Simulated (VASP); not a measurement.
The system is Sc.

```
CELL_PARAMETERS angstrom
3.35254 0.00000 0.00000
-1.67627 2.90339 0.00000
0.00000 0.00000 5.34269
ATOMIC_POSITIONS crystal
Sc 0.66667 0.33333 0.75000
Sc 0.33333 0.66667 0.25000
```

Base run:

```yaml
Program: VASP 6.6.1
Functional: r2SCAN
Potentials_or_basis: VASP PAW PBE potentials, release 64 (Sc_sv)
Cutoff: 520 eV
k_mesh: 9 × 9 × 5
Occupations: fermi-dirac, width 0.05 eV
Spin: no spin polarisation
```

Its results: band gap on the k mesh zero (bands 11 and 12 overlap by 1.13 eV); pressure -1.9 GPa.

The run is repeated on the same cell with these changes: functional from r2SCAN to PBEsol; further incar settings from ALGO = Normal; EDIFF = 1e-07; NBANDS = 18 to ALGO = Normal; EDIFF = 1e-06; NBANDS = 18. What comes out?

Band gap on the k mesh zero (bands 11 and 12 overlap by 1.04 eV); pressure -4.6 GPa.

Caveats: the PAW data sets were made with another functional, which shifts forces and pressure a little; the cell stands under tension (at least some runs).
